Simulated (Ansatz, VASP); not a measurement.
# Two plane-wave programs on SiC

The input INCAR:

```
  PREC = Accurate
  ENCUT = 600
  EDIFF = 1E-6
  ISMEAR = 0
  SIGMA = 0.05
  LREAL = F
  LASPH = T
  NELM = 120
  ALGO = Normal
  ISIF = 2
  LWAVE = F
  LCHARG = F
  GGA = PE
  NBANDS = 11
  GGA_COMPAT = F
```

Contents of KPOINTS:

```
Automatic mesh
0
Gamma
  4 4 4
```

File POSCAR:

```
SiC
1.0
    0.0000000000      2.1740000000      2.1740000000
    2.1740000000      0.0000000000      2.1740000000
    2.1740000000      2.1740000000      0.0000000000
Si C
1 1
Direct
   -0.1379944802     -0.1379944802      0.0404176475
    0.7500000000      0.7500000000      0.7500000000
```

Input for Ansatz:

```yaml
crystal:
  lattice:
    - [0.0, 2.174, 2.174]
    - [2.174, 0.0, 2.174]
    - [2.174, 2.174, 0.0]
  atoms:
    - { symbol: Si, position: [-0.1379944802, -0.1379944802, 0.0404176475] }
    - { symbol: C, position: [0.75, 0.75, 0.75] }
basis:
  ecutwfc: 420
kpoints:
  mp_grid: { grid: [4, 4, 4] }
hamiltonian:
  xc: pbe
scf:
  occupations: { method: gaussian, width: 0.05 }
output:
  forces: true
  stress: true
  eigenvalues: true
```

Alike in both runs: task single point; functional PBE; k mesh 4 × 4 × 4; occupations gaussian, width 0.05 eV; no spin polarisation.

```csv
,VASP,Ansatz
version,VASP 6.6.1,Ansatz 0.2.0
potentials or method,"VASP PAW PBE potentials, release 64 (Si, C), cutoff 600 eV","scalar-relativistic, plane waves, PAW"
valence electrons in the cell,8,8
```

|  | VASP | Ansatz | Ansatz less VASP |
| --- | --- | --- | --- |
| gap on the k mesh at the Fermi level (eV) | none | none | - |
| rms of the force components (eV/Å) | 19.223 | 19.527 | +0.3041 |

Atom by atom the forces differ by 0.305 eV/Å (rms over components). A gap of «none» marks a metal or a gap that the smearing closes.

The k mesh is coarse, so the values compare programs but aren't converged.
